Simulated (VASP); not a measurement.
# BN (P6_3/mmc) in VASP: further runs, part 2 of 2

VASP 6.6.1. Earlier steps stand in the parts before.

## (3) Single point, r2SCAN

Contents of POSCAR:

```
BN
1.0
    2.5039909975      0.0000000000      0.0000000000
   -1.2519954988      2.1685198147      0.0000000000
    0.0000000000      0.0000000000      6.6611981197
B N
2 2
Direct
    0.3333333333      0.6666666667      0.2500000000
    0.6666666667      0.3333333333      0.7500000000
    0.3333333333      0.6666666667      0.7500000000
    0.6666666667      0.3333333333      0.2500000000
```

Contents of INCAR.step1:

```
PREC = Accurate ; ENCUT = 520
ISMEAR = 0 ; SIGMA = 0.05
LREAL = False ; LASPH = True
NELM = 60 ; NBANDS = 16
GGA = PE ; ALGO = Normal
EDIFF = 1E-4 ; LWAVE = True
LCHARG = False
```

Contents of INCAR.step2:

```
PREC = Accurate ; ENCUT = 520
EDIFF = 1E-6 ; ISMEAR = 0
SIGMA = 0.05 ; LREAL = False
LASPH = True ; NELM = 60
ALGO = Normal ; ISIF = 2
LWAVE = False ; LCHARG = False
METAGGA = R2SCAN ; LMIXTAU = True
NBANDS = 16 ; ISTART = 1
```

Contents of KPOINTS:

```
Automatic mesh
0
Gamma
  16 16 6
```

Potentials or basis: VASP PAW PBE potentials, release 64 (B, N).

The run is started by

```
$ cat potpaw_PBE.64/B/POTCAR potpaw_PBE.64/N/POTCAR > POTCAR
$ cp INCAR.step1 INCAR
$ mpirun -np 1 vasp_std > vasp.out
$ cp INCAR.step2 INCAR
$ mpirun -np 1 vasp_std > vasp.out
```

OUTCAR:

```text
PREC = Accurate
   ENCUT = 520
   EDIFF = 1E-6
   ISMEAR = 0
   LREAL = False
   LASPH = True
   NELM = 60
   ISIF = 2
   METAGGA = R2SCAN
   ISTART = 1

 ion  position               nearest neighbor table
   1  0.333  0.667  0.250-   4 1.45   4 1.45   4 1.45
   2  0.667  0.333  0.750-   3 1.45   3 1.45   3 1.45
   3  0.333  0.667  0.750-   2 1.45   2 1.45   2 1.45
   4  0.667  0.333  0.250-   1 1.45   1 1.45   1 1.45

  LATTYP: Found a hexagonal cell.
 ALAT       =     2.5039909975
 C/A-ratio  =     2.6602324554

  Lattice vectors:

 A1 = (   2.5039909975,   0.0000000000,   0.0000000000)
 A2 = (  -1.2519954988,   2.1685198147,   0.0000000000)
 A3 = (   0.0000000000,   0.0000000000,   6.6611981197)

Analysis of symmetry for initial positions (statically):
=====================================================================
 Subroutine PRICEL returns:
 Original cell was already a primitive cell.

 Routine SETGRP: Setting up the symmetry group for a
 hexagonal supercell.

 Subroutine GETGRP returns: Found 24 space group operations
 (whereof 12 operations were pure point group operations)
 out of a pool of 24 trial point group operations.

The static configuration has the point symmetry D_3d.
 The point group associated with its full space group is D_6h.

Analysis of symmetry for dynamics (positions and initial velocities):
=====================================================================
 Subroutine PRICEL returns:
 Original cell was already a primitive cell.

 Routine SETGRP: Setting up the symmetry group for a
 hexagonal supercell.

 Subroutine GETGRP returns: Found 24 space group operations
 (whereof 12 operations were pure point group operations)
 out of a pool of 24 trial point group operations.

The dynamic configuration has the point symmetry D_3d.
 The point group associated with its full space group is D_6h.

 Subroutine INISYM returns: Found 24 space group operations
 (whereof 12 operations are pure point group operations),
 and found     1 'primitive' translations

----------------------------------------------------------------------------------------

                                     Primitive cell

  volume of cell :      36.1700

  direct lattice vectors                    reciprocal lattice vectors
     2.503990997  0.000000000  0.000000000     0.399362458  0.230572023  0.000000000
    -1.251995499  2.168519815  0.000000000     0.000000000  0.461144045  0.000000000
     0.000000000  0.000000000  6.661198120     0.000000000  0.000000000  0.150123143

  length of vectors
     2.503990997  2.503990998  6.661198120     0.461144045  0.461144045  0.150123143

  position of ions in fractional coordinates (direct lattice)
     0.333333333  0.666666667  0.250000000
     0.666666667  0.333333333  0.750000000
     0.333333333  0.666666667  0.750000000
     0.666666667  0.333333333  0.250000000

  ion indices of the primitive-cell ions
   primitive index   ion index
                 1           1
                 2           2
                 3           3
                 4           4

----------------------------------------------------------------------------------------

 KPOINTS: Automatic mesh

Automatic generation of k-mesh.
 Grid dimensions read from file:
[... 25 lines left out ...]
  0.187500  0.000000  0.000000      6.000000
  0.250000 -0.000000  0.000000      6.000000
  0.312500 -0.000000  0.000000      6.000000
[... 16 lines left out ...]
  0.187500  0.187500  0.000000      6.000000
  0.250000  0.187500  0.000000     12.000000
 [... further k-points ...]
   k-points           NKPTS =    120   k-points in BZ     NKDIM =    120   number of bands    NBANDS=     16
   number of dos      NEDOS =    301   number of ions     NIONS =      4
   total plane-waves  NPLWV =  20000
   dimension x,y,z NGX =    20 NGY =   20 NGZ =   50
   dimension x,y,z NGXF=    40 NGYF=   40 NGZF=  100
   ions per type =               2   2
   NGX,Y,Z   is equivalent  to a cutoff of  13.28, 13.28, 12.48 a.u.
   NGXF,Y,Z  is equivalent  to a cutoff of  26.56, 26.56, 24.96 a.u.
 SYSTEM =  unknown system
   PREC   = accura    normal or accurate (medium, high low for compatibility)
   ISTART =      1    job   : 0-new  1-cont  2-samecut
   ICHARG =      0    charge: 1-file 2-atom 10-const
   ISPIN  =      1    spin polarized calculation?
   LNONCOLLINEAR =      F non collinear calculations
   LSORBIT =      F    spin-orbit coupling
   LASPH  =      T    aspherical Exc in radial PAW
   ENCUT  =  520.0 eV  38.22 Ry    6.18 a.u.   4.66  4.66 12.39*2*pi/ulx,y,z
   NELM   =     60;   NELMIN=  2; NELMDL=  0     # of ELM steps
   EDIFF  = 0.1E-05   stopping-criterion for ELM
   LREAL  =      F    real-space projection
   EDIFFG = 0.1E-04   stopping-criterion for IOM
   NSW    =      0    number of steps for IOM
   IBRION =     -1    ionic relax: 0-MD 1-quasi-New 2-CG
   NFREE  =      0    steps in history (QN), initial steepest desc. (CG)
   ISIF   =      2    stress and relaxation
   ISYM   =      2    0-nonsym 1-usesym 2-fastsym
   POTIM  = 0.5000    time-step for ionic-motion
   TEBEG  =    0.0;   TEEND  =   0.0 temperature during run
   PSTRESS=    0.0 pullay stress
   NELECT =      16.0000    total number of electrons
   NUPDOWN=      -1.0000    fix difference up-down
   EMIN   =  10.00;   EMAX   =-10.00  energy-range for DOS
   EFERMI =   0.00;   METHOD = LEGACY
   ISMEAR =     0;   SIGMA  =   0.05  broadening in eV -4-tet -1-fermi 0-gaus
   EFERMI_NEDOS =   21; number of points for ismear=-14 and -15
   IALGO  =     38    algorithm
   IMIX   =      4    mixing-type and parameters
     AMIX     =   0.40;   BMIX     =  1.00
     AMIX_MAG =   1.60;   BMIX_MAG =  1.00
  volume/ion in A,a.u.               =       9.04        61.02
  Fermi-wavevector in a.u.,A,eV,Ry     =   1.247380  2.357206 21.170067  1.555956
  Thomas-Fermi vector in A             =   2.381514
   LORBIT       =      0    0 simple, 1 ext, 2 COOP (PROOUT), +10 PAW based schemes
   METAGGA = R2SCAN    functional components
   LHFCALC =     F    Hartree Fock is set to
   AEXX    =    0.0000 exact exchange contribution
   IVDW    =     0    specifies the selected vdW correction
   LEPSILON=     F    determine dielectric tensor
   LRPA    =     F    only Hartree local field effects (RPA)
 non-spin polarized calculation
 Gauss-broadening in eV      SIGMA  =   0.05
  energy-cutoff  :      520.00
  volume of cell :       36.17
 maximum number of plane-waves:       992
 NGX is ok and might be reduce to    20
   NGX =  9   NGY =  9   NGZ = 25

 number of electron      15.9999998 magnetization

 Free energy of the ion-electron system (eV)
  ---------------------------------------------------
  ext. energy  EPLUGINS =         0.00000000
  ---------------------------------------------------
  free energy    TOTEN  =       -38.59327946 eV

  energy without entropy =      -38.59327946  energy(sigma->0) =      -38.59327946

 E-fermi :   2.3202     XC(G=0): -10.7171

 val. band max:        2.0252786746   @ k =   0.3125   0.3125   0.0000
 cond. band min:       6.8658391816   @ k =   0.5000  -0.0000   0.0000
 fundamental gap:      4.8405605070
 Fermi energy:         2.3201727148

 k-point     1 :       0.0000    0.0000    0.0000
  band No.  band energies     occupation
      1     -16.8015      2.00000
      2     -16.5174      2.00000
      3      -4.3720      2.00000
      4      -2.2157      2.00000
      5       0.6348      2.00000
      6       0.6348      2.00000
[... 433 lines left out ...]
      3      -5.3725      2.00000
      4      -5.3335      2.00000
      5      -3.2893      2.00000
      6      -3.2267      2.00000
[... 8 lines left out ...]
     15      17.2225      0.00000
     16      19.2219      0.00000

 [... further k-points ...]

------------------------ aborting loop because EDIFF is reached ----------------------------------------

  FORCE on cell =-STRESS in cart. coord.  units (eV):
  Direction    XX          YY          ZZ          XY          YZ          ZX
  --------------------------------------------------------------------------------------
  -------------------------------------------------------------------------------------
  Total       -0.1392421     -0.1392421      0.1270344      0.0000000      0.0000000      0.0000000
  in kB       -6.1678340     -6.1678340      5.6270822      0.0000000      0.0000000      0.0000000
  external PRESSURE =      -2.2361953 kB  Pullay stress =       0.0000000 kB

 VOLUME and BASIS-vectors are now :
 -----------------------------------------------------------------------------
  energy-cutoff  :      520.00
  volume of cell :       36.17
      direct lattice vectors                 reciprocal lattice vectors
     2.503990997  0.000000000  0.000000000     0.399362458  0.230572023  0.000000000
    -1.251995499  2.168519815  0.000000000     0.000000000  0.461144045  0.000000000
     0.000000000  0.000000000  6.661198120     0.000000000  0.000000000  0.150123143

 POSITION                                       TOTAL-FORCE (eV/Angst)
 -----------------------------------------------------------------------------------
     -0.00000      1.44568      1.66530        -0.000000     -0.000000     -0.000000
      1.25200      0.72284      4.99590         0.000000     -0.000000     -0.000000
     -0.00000      1.44568      4.99590        -0.000000      0.000000     -0.000000
      1.25200      0.72284      1.66530         0.000000      0.000000      0.000000
 -----------------------------------------------------------------------------------
    total drift:                               -0.000000      0.000000      0.000000

  FREE ENERGIE OF THE ION-ELECTRON SYSTEM (eV)
  ---------------------------------------------------
  free  energy   TOTEN  =       -38.5932794566 eV

  energy  without entropy=      -38.5932794566  energy(sigma->0) =      -38.59327946
```

It took 4.9 min on 1 thread of Intel Xeon 8259CL, shared host; peak memory 0.19 GiB.

What came out:

- Free energy: -38.5933 eV
- Pressure: -0.2 GPa
- Band gap on the k mesh: 4.84 eV (least direct gap 5.32 eV)

Caveat: the PAW data sets were made with another functional, which shifts forces and pressure a little. r2SCAN opens gaps a little over a GGA but as a rule still falls short of measured ones.
